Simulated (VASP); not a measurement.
# MgI2 (P-3m1) in VASP: settings compared

Aim: see how the results for MgI2 move with the level of theory and the settings. Levels: PBEsol, LDA, PBE, RPBE. Tasks: single point.

All numbers are computed with VASP 6.6.1; they aren't measurements. Logs are shortened: lines on timing, memory, paths and dates and some standing lists are left out, and cuts for length are marked.

## Step 1: The cell of the first run

Symmetry: P-3m1, No. 164, trigonal system. Conventional cell: a = 4.140 Å, b = 4.140 Å, c = 6.880 Å, α = 90.00°, β = 90.00°, γ = 120.00°. Within 3.9 Å of I (site symmetry 3m) lie 3 Mg at 2.94 Å. Mg (site symmetry -3m) has 6 I at 2.94 Å within 3.9 Å.

## Step 2: Single point, PBEsol

The input, INCAR:

```
PREC = Accurate
ENCUT = 520
EDIFF = 1E-6
ISMEAR = -1
SIGMA = 0.05
LREAL = F
LASPH = T
NELM = 60
ALGO = Normal
ISIF = 2
LWAVE = F
LCHARG = F
GGA = PS
NBANDS = 15
```

The input, KPOINTS:

```
regular mesh
0
Gamma
  8 8 4
```

The input, POSCAR:

```
MgI2
1.0
    4.1400000000      0.0000000000      0.0000000000
   -2.0700000000      3.5853451717      0.0000000000
    0.0000000000      0.0000000000      6.8800000000
I Mg
2 1
Direct
    0.6666666667      0.3333333333      0.7500000000
    0.3333333333      0.6666666667      0.2500000000
    0.0000000000      0.0000000000      0.0000000000
```

Potentials or basis: VASP PAW PBE potentials, release 64 (I, Mg).

Command:

```bash
$ cat potpaw_PBE.64/I/POTCAR potpaw_PBE.64/Mg/POTCAR > POTCAR
$ mpirun -np 1 vasp_std > vasp.out
```

OUTCAR:

```text
PREC = Accurate
   ENCUT = 520
   EDIFF = 1E-6
   ISMEAR = -1
   LREAL = F
   LASPH = T
   NELM = 60
   ISIF = 2
   GGA = PS

 ion  position               nearest neighbor table
   1  0.667  0.333  0.750-   3 2.94   3 2.94   3 2.94
   2  0.333  0.667  0.250-   3 2.94   3 2.94   3 2.94
   3  0.000  0.000  0.000-   1 2.94   2 2.94   1 2.94   2 2.94   1 2.94   2 2.94

  LATTYP: Found a hexagonal cell.
 ALAT       =     4.1400000000
 C/A-ratio  =     1.6618357488

  Lattice vectors:

 A1 = (   4.1400000000,   0.0000000000,   0.0000000000)
 A2 = (  -2.0700000000,   3.5853451717,   0.0000000000)
 A3 = (   0.0000000000,   0.0000000000,   6.8800000000)

Analysis of symmetry for initial positions (statically):
=====================================================================
 Subroutine PRICEL returns:
 Original cell was already a primitive cell.

 Routine SETGRP: Setting up the symmetry group for a
 hexagonal supercell.

 Subroutine GETGRP returns: Found 12 space group operations
 (whereof 12 operations were pure point group operations)
 out of a pool of 24 trial point group operations.

The static configuration has the point symmetry D_3d.

Analysis of symmetry for dynamics (positions and initial velocities):
=====================================================================
 Subroutine PRICEL returns:
 Original cell was already a primitive cell.

 Routine SETGRP: Setting up the symmetry group for a
 hexagonal supercell.

 Subroutine GETGRP returns: Found 12 space group operations
 (whereof 12 operations were pure point group operations)
 out of a pool of 24 trial point group operations.

The dynamic configuration has the point symmetry D_3d.

 Subroutine INISYM returns: Found 12 space group operations
 (whereof 12 operations are pure point group operations),
 and found     1 'primitive' translations

----------------------------------------------------------------------------------------

                                     Primitive cell

  volume of cell :     102.1221

  direct lattice vectors                    reciprocal lattice vectors
     4.140000000  0.000000000  0.000000000     0.241545894  0.139456587  0.000000000
    -2.070000000  3.585345172  0.000000000     0.000000000  0.278913174  0.000000000
     0.000000000  0.000000000  6.880000000     0.000000000  0.000000000  0.145348837

  length of vectors
     4.140000000  4.140000000  6.880000000     0.278913174  0.278913174  0.145348837

  position of ions in fractional coordinates (direct lattice)
     0.666666667  0.333333333  0.750000000
     0.333333333  0.666666667  0.250000000
     0.000000000  0.000000000  0.000000000

  ion indices of the primitive-cell ions
   primitive index   ion index
                 1           1
                 2           2
                 3           3

----------------------------------------------------------------------------------------

 KPOINTS: regular mesh

Automatic generation of k-mesh.
 Grid dimensions read from file:
 generate k-points for:    8    8    4

 Generating k-lattice:

  Cartesian coordinates                     Fractional coordinates (reciprocal lattice)
     0.030193237  0.017432073  0.000000000     0.125000000 -0.000000000  0.000000000
     0.000000000  0.034864147  0.000000000     0.000000000  0.125000000  0.000000000
     0.000000000  0.000000000  0.036337209     0.000000000  0.000000000  0.250000000

  Length of vectors
     0.034864147  0.034864147  0.036337209

  Shift w.r.t. Gamma in fractional coordinates (k-lattice)
     0.000000000  0.000000000  0.000000000

 Subroutine IBZKPT returns following result:
 ===========================================

 Found     35 irreducible k-points:

 Following reciprocal coordinates:
            Coordinates               Weight
  0.000000  0.000000  0.000000      1.000000
  0.125000 -0.000000  0.000000      6.000000
  0.250000 -0.000000  0.000000      6.000000
  0.375000 -0.000000  0.000000      6.000000
  0.500000 -0.000000  0.000000      3.000000
  0.125000  0.125000  0.000000      6.000000
[... 16 lines left out ...]
 -0.125000  0.500000  0.250000     12.000000
  0.250000  0.250000  0.250000     12.000000
 [... further k-points ...]
   k-points           NKPTS =     35   k-points in BZ     NKDIM =     35   number of bands    NBANDS=     15
   number of dos      NEDOS =    301   number of ions     NIONS =      3
   total plane-waves  NPLWV =  55296
   dimension x,y,z NGX =    32 NGY =   32 NGZ =   54
   dimension x,y,z NGXF=    64 NGYF=   64 NGZF=  108
   ions per type =               2   1
   NGX,Y,Z   is equivalent  to a cutoff of  12.85, 12.85, 13.05 a.u.
   NGXF,Y,Z  is equivalent  to a cutoff of  25.70, 25.70, 26.10 a.u.
 SYSTEM =  unknown system
   PREC   = accura    normal or accurate (medium, high low for compatibility)
   ISTART =      0    job   : 0-new  1-cont  2-samecut
   ICHARG =      2    charge: 1-file 2-atom 10-const
   ISPIN  =      1    spin polarized calculation?
   LNONCOLLINEAR =      F non collinear calculations
   LSORBIT =      F    spin-orbit coupling
   LASPH  =      T    aspherical Exc in radial PAW
   ENCUT  =  520.0 eV  38.22 Ry    6.18 a.u.   7.70  7.70 12.79*2*pi/ulx,y,z
   NELM   =     60;   NELMIN=  2; NELMDL= -5     # of ELM steps
   EDIFF  = 0.1E-05   stopping-criterion for ELM
   LREAL  =      F    real-space projection
   EDIFFG = 0.1E-04   stopping-criterion for IOM
   NSW    =      0    number of steps for IOM
   IBRION =     -1    ionic relax: 0-MD 1-quasi-New 2-CG
   NFREE  =      0    steps in history (QN), initial steepest desc. (CG)
   ISIF   =      2    stress and relaxation
   ISYM   =      2    0-nonsym 1-usesym 2-fastsym
   POTIM  = 0.5000    time-step for ionic-motion
   TEBEG  =    0.0;   TEEND  =   0.0 temperature during run
   PSTRESS=    0.0 pullay stress
   NELECT =      16.0000    total number of electrons
   NUPDOWN=      -1.0000    fix difference up-down
   EMIN   =  10.00;   EMAX   =-10.00  energy-range for DOS
   EFERMI =   0.00;   METHOD = LEGACY
   ISMEAR =    -1;   SIGMA  =   0.05  broadening in eV -4-tet -1-fermi 0-gaus
   EFERMI_NEDOS =   21; number of points for ismear=-14 and -15
   IALGO  =     38    algorithm
   IMIX   =      4    mixing-type and parameters
     AMIX     =   0.40;   BMIX     =  1.00
     AMIX_MAG =   1.60;   BMIX_MAG =  1.00
  volume/ion in A,a.u.               =      34.04       229.72
  Fermi-wavevector in a.u.,A,eV,Ry     =   0.882555  1.667786 10.597613  0.778903
  Thomas-Fermi vector in A             =   2.003202
   LORBIT       =      0    0 simple, 1 ext, 2 COOP (PROOUT), +10 PAW based schemes
   GGA     = PS    functional components
   LHFCALC =     F    Hartree Fock is set to
   AEXX    =    0.0000 exact exchange contribution
   IVDW    =     0    specifies the selected vdW correction
   LEPSILON=     F    determine dielectric tensor
   LRPA    =     F    only Hartree local field effects (RPA)
 non-spin polarized calculation
  energy-cutoff  :      520.00
  volume of cell :      102.12
 maximum number of plane-waves:      2779
 NGX is ok and might be reduce to    32
   NGX = 15   NGY = 15   NGZ = 25

 number of electron      16.0000002 magnetization

 Free energy of the ion-electron system (eV)
  ---------------------------------------------------
  ext. energy  EPLUGINS =         0.00000000
  ---------------------------------------------------
  free energy    TOTEN  =        -8.40396558 eV

  energy without entropy =       -8.40396558  energy(sigma->0) =       -8.40396558

 E-fermi :   3.2977     XC(G=0):  -8.4220

 val. band max:        2.2607107400   @ k =   0.0000   0.0000   0.0000
 cond. band min:       5.6853935986   @ k =   0.5000  -0.0000   0.5000
 fundamental gap:      3.4246828586
 Fermi energy:         3.2977305612

 k-point     1 :       0.0000    0.0000    0.0000
  band No.  band energies     occupation
      1      -9.8108      2.00000
      2      -9.1296      2.00000
      3      -1.3688      2.00000
      4       1.8910      2.00000
      5       1.8910      2.00000
      6       2.2397      2.00000
      7       2.2607      2.00000
      8       2.2607      2.00000
      9       5.7706      0.00000
     10       6.9848      0.00000
     11       9.0045      0.00000
     12       9.0045      0.00000
     13       9.5974      0.00000
     14      10.4395      0.00000
     15      10.4395      0.00000

 k-point     2 :       0.1250   -0.0000    0.0000
  band No.  band energies     occupation
      1      -9.7292      2.00000
      2      -9.0852      2.00000
      3      -1.2478      2.00000
      4       1.2555      2.00000
      5       1.6777      2.00000
      6       1.6962      2.00000
      7       2.1858      2.00000
      8       2.2308      2.00000
      9       6.4019      0.00000
     10       7.5455      0.00000
     11       8.3608      0.00000
     12       9.2182      0.00000
     13       9.6615      0.00000
     14      10.1635      0.00000
     15      10.6742      0.00000

 k-point     3 :       0.2500   -0.0000    0.0000
  band No.  band energies     occupation
      1      -9.5117      2.00000
      2      -8.9817      2.00000
      3      -0.9440      2.00000
      4       0.1270      2.00000
      5       0.7131      2.00000
      6       1.3417      2.00000
      7       1.9865      2.00000
      8       2.0857      2.00000
      9       6.7037      0.00000
     10       7.5464      0.00000
     11       8.4302      0.00000
     12       9.2784      0.00000
     13       9.3504      0.00000
     14      10.2716      0.00000
     15      11.1233      0.00000
[... 343 lines left out ...]
 k-point    23 :      -0.1250    0.5000    0.2500
  band No.  band energies     occupation
      1      -9.0803      2.00000
      2      -8.9113      2.00000
      3      -1.2511      2.00000
      4      -0.5549      2.00000
      5       0.3916      2.00000
      6       0.9520      2.00000
      7       1.1820      2.00000
      8       1.6824      2.00000
      9       6.0400      0.00000
     10       7.7976      0.00000
     11       8.4795      0.00000
     12       8.7126      0.00000
     13       9.2866      0.00000
     14      11.2228      0.00000
     15      11.8553      0.00000

 k-point    24 :       0.2500    0.2500    0.2500
  band No.  band energies     occupation
      1      -9.0870      2.00000
      2      -8.9069      2.00000
      3      -0.9790      2.00000
      4      -0.4839      2.00000
      5       0.1910      2.00000
      6       0.6414      2.00000
      7       1.0428      2.00000
      8       1.6958      2.00000
      9       6.5087      0.00000
     10       7.9450      0.00000
     11       8.8536      0.00000
     12       9.3582      0.00000
     13       9.8469      0.00000
     14       9.9410      0.00000
     15      11.1019      0.00000

 [... further k-points ...]
[... 5 lines left out ...]
  --------------------------------------------------------------------------------------
  -------------------------------------------------------------------------------------
  Total       -0.4473362     -0.4473362     -0.7301745      0.0000000      0.0000000      0.0000000
  in kB       -7.0181861     -7.0181861    -11.4555915      0.0000000      0.0000000      0.0000000
  external PRESSURE =      -8.4973212 kB  Pullay stress =       0.0000000 kB

 VOLUME and BASIS-vectors are now :
 -----------------------------------------------------------------------------
  energy-cutoff  :      520.00
  volume of cell :      102.12
      direct lattice vectors                 reciprocal lattice vectors
     4.140000000  0.000000000  0.000000000     0.241545894  0.139456587  0.000000000
    -2.070000000  3.585345172  0.000000000     0.000000000  0.278913174  0.000000000
     0.000000000  0.000000000  6.880000000     0.000000000  0.000000000  0.145348837

 POSITION                                       TOTAL-FORCE (eV/Angst)
 -----------------------------------------------------------------------------------
      2.07000      1.19512      5.16000         0.000000      0.000000      0.299604
     -0.00000      2.39023      1.72000        -0.000000     -0.000000     -0.299604
      0.00000      0.00000      0.00000        -0.000000      0.000000      0.000000
 -----------------------------------------------------------------------------------
    total drift:                                0.000000     -0.000000      0.000000

  FREE ENERGIE OF THE ION-ELECTRON SYSTEM (eV)
  ---------------------------------------------------
  free  energy   TOTEN  =        -8.4039655835 eV

  energy  without entropy=       -8.4039655834  energy(sigma->0) =       -8.40396558
```

Wall time 40 s (1 thread of Intel Xeon Platinum 8375C at 2.90GHz (Ice Lake), shared host); peak memory 0.24 GiB.

Results:

| Quantity | Value |
| --- | --- |
| Free energy | -8.4040 eV |
| Pressure | -0.8 GPa |
| Largest force | 0.300 eV/Å |
| Band gap on the k mesh | 3.42 eV, indirect (least direct gap 3.51 eV) |

Forces on the atoms (eV/Å):
```
I    0.000  0.000  0.300
I    0.000  0.000 -0.300
Mg   0.000  0.000  0.000
```

Stress tensor (GPa, compression positive):
```
-0.70  0.00  0.00
 0.00 -0.70  0.00
 0.00  0.00 -1.15
```

Levels at points of the mesh, in eV from the valence-band top:
| k point | band 6 | band 7 | band 8 | band 9 | band 10 | band 11 |
| --- | --- | --- | --- | --- | --- | --- |
| (0.00, 0.00, 0.00) | -0.02 | 0.00 | 0.00 | 3.51 | 4.72 | 6.74 |
| (0.50, 0.00, 0.00) | -1.31 | -0.98 | -0.41 | 3.60 | 5.17 | 5.28 |
| (0.00, 0.00, 0.50) | -0.25 | -0.13 | -0.13 | 4.61 | 4.79 | 6.55 |
| (0.50, 0.00, 0.50) | -1.09 | -0.85 | -0.70 | 3.42 | 4.97 | 5.54 |

Caveat: the PAW data sets were made with another functional, which shifts forces and pressure a little; spin-orbit coupling is left out, which moves the levels of the heavy elements; this functional lacks dispersion, which binds the layers, so the pressure and a relaxed spacing across them are unreliable. A k mesh can miss the band edges.

## Step 3: Single point, LDA

This run uses another cell than the first one, of 32.09 Å³/atom, 0.943 times its volume.

The input, INCAR:

```
ALGO     = Normal         # electronic algorithm
EDIFF    = 1E-6           # SCF threshold, eV
ENCUT    = 520            # plane-wave cutoff, eV
ISIF     = 2              # what is computed and relaxed
ISMEAR   = -1             # smearing method
LASPH    = T              # aspherical terms in the spheres
LCHARG   = F              # write CHGCAR
LREAL    = F              # projectors in reciprocal space
LWAVE    = F              # write WAVECAR
NBANDS   = 15             # bands
NELM     = 60             # most SCF steps
PREC     = Accurate       # precision mode
SIGMA    = 0.05           # smearing width, eV
```

The input, KPOINTS:

```
k-points
0
Gamma
  8 8 4
```

The input, POSCAR:

```
MgI2
1.0
    4.0732314609      0.0000000000      0.0000000000
   -2.0366157304      3.5275219206      0.0000000000
    0.0000000000      0.0000000000      6.7008663111
I Mg
2 1
Direct
    0.6666666667      0.3333333333      0.7524725137
    0.3333333333      0.6666666667      0.2475274863
    0.0000000000      0.0000000000      0.0000000000
```

Potentials or basis: VASP PAW LDA potentials, release 64 (I, Mg).

Command:

```bash
$ cat potpaw_LDA.64/I/POTCAR potpaw_LDA.64/Mg/POTCAR > POTCAR
$ mpirun -np 1 vasp_std > vasp.out
```

Wall time 19 s (1 thread of AMD EPYC 9R45 (Zen 5), shared host); peak memory 0.17 GiB.

The run converged. Its results:

```
Free energy            : -9.0971 eV
Pressure               : -0.1 GPa
Largest force          : 0.011 eV/Å
Band gap on the k mesh : 3.34 eV, indirect (least direct gap 3.61 eV)
```

Forces in eV/Å, atoms in the order of the input:
```
I    0.000  0.000  0.011
I    0.000  0.000 -0.011
Mg   0.000  0.000  0.000
```

Levels at points of the mesh, in eV from the valence-band top:
| k point | band 5 | band 6 | band 7 | band 8 | band 9 | band 10 | band 11 | band 12 |
| --- | --- | --- | --- | --- | --- | --- | --- | --- |
| (0.00, 0.00, 0.00) | -0.52 | -0.08 | -0.08 | 0.00 | 3.61 | 4.60 | 6.64 | 6.64 |
| (0.50, 0.00, 0.00) | -2.19 | -1.54 | -1.12 | -0.52 | 3.48 | 5.13 | 5.19 | 6.78 |
| (0.00, 0.00, 0.50) | -0.38 | -0.38 | -0.22 | -0.22 | 4.69 | 4.73 | 6.42 | 6.42 |
| (0.50, 0.00, 0.50) | -1.31 | -1.25 | -0.97 | -0.84 | 3.38 | 4.90 | 5.41 | 5.78 |

Caveat: spin-orbit coupling is left out, which moves the levels of the heavy elements.

## Step 4: Single point, PBEsol

This run uses another cell than the first one, of 34.65 Å³/atom, 1.018 times its volume.

The input, INCAR:

```
SYSTEM = MgI2
  PREC = Accurate
  ENCUT = 520
  EDIFF = 1E-6
  ISMEAR = -1
  SIGMA = 0.05
  LREAL = .FALSE.
  LASPH = .TRUE.
  NELM = 100
  ALGO = Normal
  ISIF = 2
  LWAVE = .FALSE.
  LCHARG = .TRUE.
  GGA = PS
  LELF = .TRUE.
  LVHAR = .TRUE.
  NBANDS = 15
```

The input, KPOINTS:

```
Automatic mesh
0
G
  8 8 4
  0 0 0
```

The input, POSCAR:

```
MgI2
1.0
    4.1324886550      0.0000000000      0.0000000000
   -2.0662443275      3.5788401561      0.0000000000
    0.0000000000      0.0000000000      7.0285371313
I Mg
2 1
Direct
    0.6666666667      0.3333333333      0.7625550040
    0.3333333333      0.6666666667      0.2374449960
    0.0000000000      0.0000000000      0.0000000000
```

Potentials or basis: VASP PAW PBE potentials, release 64 (I, Mg).

Command:

```bash
$ cat potpaw_PBE.64/I/POTCAR potpaw_PBE.64/Mg/POTCAR > POTCAR
$ mpirun -np 1 vasp_std > vasp.out
```

Wall time 27 s (1 thread of AMD EPYC 9R45 (Zen 5), shared host); peak memory 0.21 GiB.

Results (log left out):

| Property | Result |
| --- | --- |
| Free energy | -8.4234 eV |
| Pressure | -0.1 GPa |
| Largest force | 0.008 eV/Å |
| Band gap on the k mesh | 3.54 eV, indirect (least direct gap 3.69 eV) |

Forces on the atoms (eV/Å):
```
I    0.000  0.000  0.008
I    0.000  0.000 -0.008
Mg   0.000  0.000  0.000
```

Levels at points of the mesh, in eV from the valence-band top:
```tsv
k point	band 5	band 6	band 7	band 8	band 9	band 10	band 11	band 12
(0.00, 0.00, 0.00)	-0.36	-0.06	0.00	0.00	3.69	4.75	6.73	6.73
(0.50, 0.00, 0.00)	-1.79	-1.31	-0.86	-0.42	3.64	5.27	5.47	7.04
(0.00, 0.00, 0.50)	-0.29	-0.29	-0.08	-0.08	4.64	4.81	6.58	6.58
(0.50, 0.00, 0.50)	-1.18	-1.17	-0.78	-0.61	3.54	5.16	5.56	6.04
```

Caveat: the PAW data sets were made with another functional, which shifts forces and pressure a little; spin-orbit coupling is left out, which moves the levels of the heavy elements; this functional lacks dispersion, which binds the layers, so the pressure and a relaxed spacing across them are unreliable. A k mesh can miss the band edges.

(Part 1 of 2 ends here.)
